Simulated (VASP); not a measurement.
# BN (P6_3/mmc) in VASP: notebook

Runs on BN. Level: PBE. Tasks: single point, relaxation of cell and atoms.

All numbers are computed with VASP 6.6.1; they aren't measurements. Logs are shortened: lines on timing, memory, paths and dates and some standing lists are left out, and cuts for length are marked.

**1. The cell of the first run**

Symmetry: P6_3/mmc, No. 194, hexagonal system. Conventional cell: a = 2.512 Å, b = 2.512 Å, c = 8.181 Å, α = 90.00°, β = 90.00°, γ = 120.00°. B (site symmetry -6m2) has 3 N at 1.45 Å within 1.9 Å. N (site symmetry -6m2) has 3 B at 1.45 Å within 1.9 Å.

**2. Single point, PBE**

Contents of INCAR:

```
PREC     = Accurate       # precision mode
ENCUT    = 520            # plane-wave cutoff, eV
EDIFF    = 1E-7           # SCF threshold, eV
ISMEAR   = 0              # smearing method
SIGMA    = 0.01           # smearing width, eV
LREAL    = False          # projectors in reciprocal space
LASPH    = True           # aspherical terms in the spheres
NELM     = 100            # most SCF steps
ALGO     = Normal         # electronic algorithm
ISIF     = 2              # what is computed and relaxed
LWAVE    = False          # write WAVECAR
LCHARG   = False          # write CHGCAR
GGA      = PE             # functional
NBANDS   = 16             # bands
```

Contents of KPOINTS:

```
Automatic mesh
0
Gamma
  7 7 3
```

Contents of POSCAR:

```
BN
1.0
    2.5121826824      0.0000000000      0.0000000000
   -1.2560913412      2.1756140219      0.0000000000
    0.0000000000      0.0000000000      8.1813658872
B N
2 2
Direct
    0.3333333333      0.6666666667      0.2500000000
    0.6666666667      0.3333333333      0.7500000000
    0.3333333333      0.6666666667      0.7500000000
    0.6666666667      0.3333333333      0.2500000000
```

Potentials or basis: VASP PAW PBE potentials, release 64 (B, N).

Run with:

```sh
$ cat potpaw_PBE.64/B/POTCAR potpaw_PBE.64/N/POTCAR > POTCAR
$ mpirun -np 1 vasp_std > vasp.out
```

OUTCAR:

```text
PREC = Accurate
   ENCUT = 520
   EDIFF = 1E-7
   ISMEAR = 0
   LREAL = False
   LASPH = True
   NELM = 100
   ISIF = 2
   GGA = PE

 ion  position               nearest neighbor table
   1  0.333  0.667  0.250-   4 1.45   4 1.45   4 1.45
   2  0.667  0.333  0.750-   3 1.45   3 1.45   3 1.45
   3  0.333  0.667  0.750-   2 1.45   2 1.45   2 1.45
   4  0.667  0.333  0.250-   1 1.45   1 1.45   1 1.45

  LATTYP: Found a hexagonal cell.
 ALAT       =     2.5121826824
 C/A-ratio  =     3.2566763335

  Lattice vectors:

 A1 = (   2.5121826824,   0.0000000000,   0.0000000000)
 A2 = (  -1.2560913412,   2.1756140219,   0.0000000000)
 A3 = (   0.0000000000,   0.0000000000,   8.1813658872)

Analysis of symmetry for initial positions (statically):
=====================================================================
 Subroutine PRICEL returns:
 Original cell was already a primitive cell.

 Routine SETGRP: Setting up the symmetry group for a
 hexagonal supercell.

 Subroutine GETGRP returns: Found 24 space group operations
 (whereof 12 operations were pure point group operations)
 out of a pool of 24 trial point group operations.

The static configuration has the point symmetry D_3d.
 The point group associated with its full space group is D_6h.

Analysis of symmetry for dynamics (positions and initial velocities):
=====================================================================
 Subroutine PRICEL returns:
 Original cell was already a primitive cell.

 Routine SETGRP: Setting up the symmetry group for a
 hexagonal supercell.

 Subroutine GETGRP returns: Found 24 space group operations
 (whereof 12 operations were pure point group operations)
 out of a pool of 24 trial point group operations.

The dynamic configuration has the point symmetry D_3d.
 The point group associated with its full space group is D_6h.

 Subroutine INISYM returns: Found 24 space group operations
 (whereof 12 operations are pure point group operations),
 and found     1 'primitive' translations

----------------------------------------------------------------------------------------

                                     Primitive cell

  volume of cell :      44.7156

  direct lattice vectors                    reciprocal lattice vectors
     2.512182682  0.000000000  0.000000000     0.398060223  0.229820177  0.000000000
    -1.256091341  2.175614022  0.000000000     0.000000000  0.459640354  0.000000000
[... 83 lines left out ...]
   NSW    =      0    number of steps for IOM
   IBRION =     -1    ionic relax: 0-MD 1-quasi-New 2-CG
   NFREE  =      0    steps in history (QN), initial steepest desc. (CG)
   ISIF   =      2    stress and relaxation
   ISYM   =      2    0-nonsym 1-usesym 2-fastsym
   POTIM  = 0.5000    time-step for ionic-motion
   TEBEG  =    0.0;   TEEND  =   0.0 temperature during run
   PSTRESS=    0.0 pullay stress
   NELECT =      16.0000    total number of electrons
   NUPDOWN=      -1.0000    fix difference up-down
   EMIN   =  10.00;   EMAX   =-10.00  energy-range for DOS
   EFERMI =   0.00;   METHOD = LEGACY
   ISMEAR =     0;   SIGMA  =   0.01  broadening in eV -4-tet -1-fermi 0-gaus
   EFERMI_NEDOS =   21; number of points for ismear=-14 and -15
   IALGO  =     38    algorithm
   IMIX   =      4    mixing-type and parameters
     AMIX     =   0.40;   BMIX     =  1.00
     AMIX_MAG =   1.60;   BMIX_MAG =  1.00
  volume/ion in A,a.u.               =      11.18        75.44
  Fermi-wavevector in a.u.,A,eV,Ry     =   1.162238  2.196312 18.378722  1.350798
  Thomas-Fermi vector in A             =   2.298802
   LORBIT       =      0    0 simple, 1 ext, 2 COOP (PROOUT), +10 PAW based schemes
   GGA     = PE    functional components
   LHFCALC =     F    Hartree Fock is set to
   AEXX    =    0.0000 exact exchange contribution
   IVDW    =     0    specifies the selected vdW correction
   LEPSILON=     F    determine dielectric tensor
   LRPA    =     F    only Hartree local field effects (RPA)
 non-spin polarized calculation
 Gauss-broadening in eV      SIGMA  =   0.01
  energy-cutoff  :      520.00
  volume of cell :       44.72
 maximum number of plane-waves:      1218
 NGX is ok and might be reduce to    20
   NGX =  9   NGY =  9   NGZ = 31

 number of electron      16.0000000 magnetization

 Free energy of the ion-electron system (eV)
  ---------------------------------------------------
  ext. energy  EPLUGINS =         0.00000000
  ---------------------------------------------------
  free energy    TOTEN  =       -35.20630244 eV

  energy without entropy =      -35.20630244  energy(sigma->0) =      -35.20630244

 E-fermi :   0.5718     XC(G=0):  -8.7007

 val. band max:        0.4596733991   @ k =   0.2857   0.2857   0.0000
 cond. band min:       5.1688439644   @ k =   0.0000   0.0000   0.0000
 fundamental gap:      4.7091705654
 Fermi energy:         0.5717913894

 k-point     1 :       0.0000    0.0000    0.0000
  band No.  band energies     occupation
      1     -16.9050      2.00000
      2     -16.8558      2.00000
      3      -4.7969      2.00000
      4      -4.1160      2.00000
      5      -0.6203      2.00000
      6      -0.6203      2.00000
[... 281 lines left out ...]
      3      -7.1956      2.00000
      4      -7.1879      2.00000
      5      -5.8414      2.00000
      6      -5.8381      2.00000
[... 8 lines left out ...]
     15      15.8856      0.00000
     16      16.1932      0.00000

------------------------ aborting loop because EDIFF is reached ----------------------------------------

  FORCE on cell =-STRESS in cart. coord.  units (eV):
  Direction    XX          YY          ZZ          XY          YZ          ZX
  --------------------------------------------------------------------------------------
  -------------------------------------------------------------------------------------
  Total        0.0351818      0.0351818     -0.0092343      0.0000000     -0.0000000      0.0000000
  in kB        1.2605764      1.2605764     -0.3308671      0.0000000     -0.0000000      0.0000000
  external PRESSURE =       0.7300952 kB  Pullay stress =       0.0000000 kB

 VOLUME and BASIS-vectors are now :
 -----------------------------------------------------------------------------
  energy-cutoff  :      520.00
  volume of cell :       44.72
      direct lattice vectors                 reciprocal lattice vectors
     2.512182682  0.000000000  0.000000000     0.398060223  0.229820177  0.000000000
    -1.256091341  2.175614022  0.000000000     0.000000000  0.459640354  0.000000000
     0.000000000  0.000000000  8.181365887     0.000000000  0.000000000  0.122228979

 POSITION                                       TOTAL-FORCE (eV/Angst)
 -----------------------------------------------------------------------------------
     -0.00000      1.45041      2.04534        -0.000000     -0.000000      0.000000
      1.25609      0.72520      6.13602         0.000000      0.000000      0.000000
     -0.00000      1.45041      6.13602        -0.000000      0.000000      0.000000
      1.25609      0.72520      2.04534        -0.000000     -0.000000      0.000000
 -----------------------------------------------------------------------------------
    total drift:                               -0.000000      0.000000     -0.000000

  FREE ENERGIE OF THE ION-ELECTRON SYSTEM (eV)
  ---------------------------------------------------
  free  energy   TOTEN  =       -35.2063024391 eV

  energy  without entropy=      -35.2063024391  energy(sigma->0) =      -35.20630244
```

OSZICAR:

```text
N       E                     dE             d eps       ncg     rms          rms(c)
DAV:   1     0.550712022147E+02    0.55071E+02   -0.76392E+03   512   0.894E+02
DAV:   2    -0.350231282168E+02   -0.90094E+02   -0.81152E+02   752   0.218E+02
DAV:   3    -0.388804572163E+02   -0.38573E+01   -0.38353E+01   648   0.450E+01
DAV:   4    -0.389140077026E+02   -0.33550E-01   -0.33543E-01   696   0.473E+00
DAV:   5    -0.389144370151E+02   -0.42931E-03   -0.42931E-03   640   0.503E-01    0.112E+01
DAV:   6    -0.356235440116E+02    0.32909E+01   -0.55962E+00   648   0.176E+01    0.503E+00
DAV:   7    -0.353086121509E+02    0.31493E+00   -0.56705E-01   680   0.527E+00    0.315E+00
DAV:   8    -0.352082081262E+02    0.10040E+00   -0.29820E-01   672   0.346E+00    0.509E-01
DAV:   9    -0.352042437700E+02    0.39644E-02   -0.17334E-02   544   0.102E+00    0.202E-01
DAV:  10    -0.352060761230E+02   -0.18324E-02   -0.17425E-03   520   0.323E-01    0.390E-02
DAV:  11    -0.352062880070E+02   -0.21188E-03   -0.18085E-04   672   0.104E-01    0.313E-02
DAV:  12    -0.352063018136E+02   -0.13807E-04   -0.36030E-05   528   0.435E-02    0.375E-03
DAV:  13    -0.352063022439E+02   -0.43037E-06   -0.17011E-06   744   0.967E-03    0.120E-03
DAV:  14    -0.352063024405E+02   -0.19653E-06   -0.21640E-07   528   0.349E-03    0.499E-04
DAV:  15    -0.352063024391E+02    0.13592E-08   -0.16898E-09   536   0.377E-04
   1 F= -.35206302E+02 E0= -.35206302E+02  d E =-.588187E-58
```

stdout:

```text
POSCAR found type information on POSCAR B N
 POSCAR found :  2 types and       4 ions
 scaLAPACK will be used
 LDA part: xc-table for (Slater+PW92), standard interpolation
 POSCAR, INCAR and KPOINTS ok, starting setup
 FFT: planning ... GRIDC
 FFT: planning ... GRID_SOFT
 FFT: planning ... GRID
 WAVECAR not read
 entering main loop
```

It took 12 s on 1 thread of Intel Xeon Platinum 8259CL at 2.50GHz (Skylake/Cascade Lake), shared host; peak memory 0.16 GiB.

What came out:

```yaml
Free_energy: -35.2063 eV
Pressure: 0.1 GPa
Band_gap_on_the_k_mesh: 4.71 eV, indirect (least direct gap 5.17 eV)
```

Caveat: this functional lacks dispersion, which binds the layers, so the pressure and a relaxed spacing across them are unreliable.

**3. Relaxation of cell and atoms, PBE**

This run uses another cell than the first one, of 8.97 Å³/atom, 0.802 times its volume.

Contents of INCAR:

```
SYSTEM = BN
PREC = Accurate
ENCUT = 600
EDIFF = 1E-7
ISMEAR = 0
SIGMA = 0.01
LREAL = .FALSE.
LASPH = .TRUE.
NELM = 100
ALGO = Normal
ISIF = 3
LWAVE = .FALSE.
LCHARG = .FALSE.
GGA = PE
IBRION = 2
NSW = 80
EDIFFG = -0.03
```

Contents of KPOINTS:

```
Automatic mesh
0
G
  7 7 3
  0 0 0
```

Contents of POSCAR:

```
BN
1.0
    2.4982400000      0.0000000000      0.0000000000
   -1.2491200000      2.1635393000      0.0000000000
    0.0000000000      0.0000000000      6.6357000000
B N
2 2
Direct
    0.3333333300      0.6666666700      0.2500000000
    0.6666666700      0.3333333300      0.7500000000
    0.3333333300      0.6666666700      0.7500000000
    0.6666666700      0.3333333300      0.2500000000
```

Potentials or basis: VASP PAW PBE potentials, release 64 (B, N).

Run with:

```sh
$ cat potpaw_PBE.64/B/POTCAR potpaw_PBE.64/N/POTCAR > POTCAR
$ mpirun -np 1 vasp_std > vasp.out
```

OUTCAR:

```text
SYSTEM = BN
   PREC = Accurate
   ENCUT = 600
   EDIFF = 1E-7
   ISMEAR = 0
   LREAL = .FALSE.
   LASPH = .TRUE.
   NELM = 100
   ISIF = 3
   GGA = PE
   IBRION = 2
   NSW = 80
   EDIFFG = -0.03

 ion  position               nearest neighbor table
   1  0.333  0.667  0.250-   4 1.44   4 1.44   4 1.44
   2  0.667  0.333  0.750-   3 1.44   3 1.44   3 1.44
   3  0.333  0.667  0.750-   2 1.44   2 1.44   2 1.44
   4  0.667  0.333  0.250-   1 1.44   1 1.44   1 1.44

  LATTYP: Found a hexagonal cell.
 ALAT       =     2.4982400000
 C/A-ratio  =     2.6561499296

  Lattice vectors:

 A1 = (   2.4982400000,   0.0000000000,   0.0000000000)
 A2 = (  -1.2491200000,   2.1635393000,   0.0000000000)
 A3 = (   0.0000000000,   0.0000000000,   6.6357000000)
[... 175 lines left out ...]

------------------------ aborting loop because EDIFF is reached ----------------------------------------

  FORCE on cell =-STRESS in cart. coord.  units (eV):
  Direction    XX          YY          ZZ          XY          YZ          ZX
  --------------------------------------------------------------------------------------
  -------------------------------------------------------------------------------------
  Total        1.3643646      1.3643646      0.6129600     -0.0000000      0.0000000      0.0000000
  in kB       60.9474224     60.9474222     27.3814847     -0.0000000      0.0000000      0.0000000
  external PRESSURE =      49.7587764 kB  Pullay stress =       0.0000000 kB
[... 709 lines left out ...]
--------------------------------------- Ionic step        7  -------------------------------------------

 number of electron      15.9999999 magnetization

 Free energy of the ion-electron system (eV)
  ---------------------------------------------------
  ext. energy  EPLUGINS =         0.00000000
  ---------------------------------------------------
  free energy    TOTEN  =       -35.19927961 eV

  energy without entropy =      -35.19927961  energy(sigma->0) =      -35.19927961

 E-fermi :   1.0282     XC(G=0):  -9.1102

 val. band max:        0.9561299625   @ k =   0.2857   0.2857   0.0000
 cond. band min:       5.7627865946   @ k =   0.4286   0.1429   0.0000
 fundamental gap:      4.8066566321
 Fermi energy:         1.0281866052
[... 269 lines left out ...]
  FREE ENERGIE OF THE ION-ELECTRON SYSTEM (eV)
  ---------------------------------------------------
  free  energy   TOTEN  =       -35.1992796133 eV

  energy  without entropy=      -35.1992796133  energy(sigma->0) =      -35.19927961

 reached required accuracy - stopping structural energy minimisation
```

CONTCAR:

```text
BN
   1.00000000000000
     2.5117622005362161    0.0000000000000000    0.0000000000000000
    -1.2558811002681081    2.1752498691063158   -0.0000000000000000
    -0.0000000000000000    0.0000000000000000    7.6676012422343289
  B               N
     2     2
Direct
     0.3333333300000021    0.6666666699999979    0.2500000000000000
     0.6666666699999979    0.3333333300000021    0.7500000000000000
     0.3333333300000021    0.6666666699999979    0.7500000000000000
     0.6666666699999979    0.3333333300000021    0.2500000000000000

  0.00000000E+00  0.00000000E+00  0.00000000E+00
  0.00000000E+00  0.00000000E+00  0.00000000E+00
  0.00000000E+00  0.00000000E+00  0.00000000E+00
  0.00000000E+00  0.00000000E+00  0.00000000E+00
```

Run time: 39 s. Hardware: 1 thread of Intel Xeon Platinum 8259CL at 2.50GHz (Skylake/Cascade Lake), shared host; peak memory 0.15 GiB.

What came out:

| Property | Result |
| --- | --- |
| Free energy | -35.1993 eV |
| Relaxed volume | 10.47 Å³/atom |
| Relaxed cell | a = 2.512 Å, b = 2.512 Å, c = 7.668 Å, α = 90.00°, β = 90.00°, γ = 120.00° |
| Space group after relaxing (to 0.05 Å) | P6_3/mmc (No. 194) |
| Energy gained by relaxing | 11.6 meV/atom |
| Ionic steps | 7 |
| Pressure after relaxing | 0.1 GPa |
| Band gap on the k mesh | 4.81 eV, indirect (least direct gap 5.04 eV) |

Stress tensor (GPa, compression positive):
```
 0.18  0.00  0.00
 0.00  0.18  0.00
 0.00  0.00 -0.05
```

Step by step:
```csv
step,energy change (eV),largest force (eV/Å),pressure (GPa),volume (Å³)
1,0.0000,0.0000,4.98,35.87
2,0.0153,0.0000,-6.39,37.33
3,-0.0092,0.0000,0.44,36.42
4,-0.0131,0.0000,0.40,36.66
5,-0.0231,0.0000,0.30,37.41
6,-0.0368,0.0000,0.20,38.91
7,-0.0464,0.0000,0.10,41.89
```

Final structure:
```yaml
crystal:
  lattice:
    - [2.51176, 0.00000, 0.00000]
    - [-1.25588, 2.17525, 0.00000]
    - [0.00000, 0.00000, 7.66760]
  atoms:
    - { symbol: B, position: [0.33333, 0.66667, 0.25000] }
    - { symbol: B, position: [0.66667, 0.33333, 0.75000] }
    - { symbol: N, position: [0.33333, 0.66667, 0.75000] }
    - { symbol: N, position: [0.66667, 0.33333, 0.25000] }
```

Caveat: the volume moved by over 15 % at a fixed basis, so the end points are rough; this functional lacks dispersion, which binds the layers, so the pressure and a relaxed spacing across them are unreliable; the volume moved by +17 % from the deposited cell, more than functionals usually miss. PBE usually gives volumes a little too large and moduli too small.

**4. Relaxation of cell and atoms, PBE**

This run uses another cell than the first one, of 8.97 Å³/atom, 0.802 times its volume.

Contents of INCAR:

```
SYSTEM = BN
PREC = Accurate
ENCUT = 910
EDIFF = 1E-7
ISMEAR = 0
SIGMA = 0.01
LREAL = .FALSE.
LASPH = .TRUE.
NELM = 120
ALGO = Normal
ISIF = 3
LWAVE = .FALSE.
LCHARG = .FALSE.
GGA = PE
IBRION = 2
NSW = 80
EDIFFG = -0.03
GGA_COMPAT = .FALSE.
NELMIN = 4
```

KPOINTS is that of step 3.

POSCAR is that of step 3.

Potentials or basis: VASP PAW PBE potentials, release 64 (B_h, N_h).

Run with:

```sh
$ cat potpaw_PBE.64/B_h/POTCAR potpaw_PBE.64/N_h/POTCAR > POTCAR
$ mpirun -np 1 vasp_std > vasp.out
```

Wall time 60 s (1 thread of AMD EPYC 9R45 (Zen 5), shared host); peak memory 0.18 GiB.

The run converged. Its results:

```yaml
Free_energy: -35.2179 eV
Relaxed_volume: 9.68 Å³/atom
Relaxed_cell: a = 2.511 Å, b = 2.511 Å, c = 7.092 Å, α = 90.00°, β = 90.00°, γ = 120.00°
Space_group_after_relaxing_to_0.05_Å: P6_3/mmc (No. 194)
Energy_gained_by_relaxing: 6.6 meV/atom
Ionic_steps: 6
Pressure_after_relaxing: -0.1 GPa
Band_gap_on_the_k_mesh: 4.63 eV, indirect (least direct gap 4.85 eV)
```

Stress tensor (GPa, compression positive):
```
-0.23  0.00  0.00
 0.00 -0.23  0.00
 0.00  0.00  0.07
```

Step by step:
```csv
step,energy change (eV),largest force (eV/Å),pressure (GPa),volume (Å³)
1,0.0000,0.0000,4.66,35.87
2,0.0140,0.0000,-6.17,37.23
3,-0.0079,0.0000,0.41,36.38
4,-0.0114,0.0000,0.35,36.61
5,-0.0196,0.0000,0.18,37.32
6,-0.0264,0.0000,-0.13,38.72
```

Final structure:
```xyz
4
Lattice="2.5111 0.0000 0.0000 -1.2555 2.1746 0.0000 0.0000 0.0000 7.0915" Properties=species:S:1:pos:R:3 pbc="T T T"
B     0.0000    1.4498    1.7729
B     1.2555    0.7249    5.3186
N     0.0000    1.4498    5.3186
N     1.2555    0.7249    1.7729
```

Levels at points of the mesh, in eV from the valence-band top:
```
           k point  band 4  band 5  band 6  band 7  band 8  band 9  band 10  band 11  band 12
(0.00, 0.00, 0.00)   -4.27   -1.23   -1.23   -1.22   -1.22    5.02     9.64    11.63    11.63
```

Caveat: the cutoff is under 1.25 times the usual one of these potentials, so pressure, stress and relaxed cells hold a basis-set (Pulay) error; this functional lacks dispersion, which binds the layers, so the pressure and a relaxed spacing across them are unreliable. PBE usually gives volumes a little too large and moduli too small.

**5. The runs side by side**

```tsv
task	potentials or basis	cell	cutoff (eV)	second run	gap on the mesh (eV)	pressure (GPa)	relaxed volume (Å³/atom)
single point	VASP PAW PBE potentials, release 64 (B, N)	a = 2.512, b = 2.512, c = 8.181 Å, angles 90.0, 90.0, 120.0°, 4 atoms	520	-	4.71	0.1	-
relaxation of cell and atoms	VASP PAW PBE potentials, release 64 (B, N)	relaxed from a = 2.498, b = 2.498, c = 6.636 Å, angles 90.0, 90.0, 120.0°, 4 atoms	600	-	4.81	0.1	10.47
relaxation of cell and atoms	VASP PAW PBE potentials, release 64 (B_h, N_h)	relaxed from a = 2.498, b = 2.498, c = 6.636 Å, angles 90.0, 90.0, 120.0°, 4 atoms	910	hard_potentials	4.63	-0.1	9.68
```

Alike in all rows: level PBE; no spin polarisation; k mesh 7 × 7 × 3; smearing gaussian 0.01 eV.

Caveats: this functional lacks dispersion, which binds the layers, so the pressure and a relaxed spacing across them are unreliable; the volume moved by over 15 % at a fixed basis, so the end points are rough (some runs); the volume moved by +17 % from the deposited cell, more than functionals usually miss (some runs); the cutoff is under 1.25 times the usual one of these potentials, so pressure, stress and relaxed cells hold a basis-set (Pulay) error (some runs).

Total energies depend on the potentials used, so only differences within one code and one set of settings carry meaning.
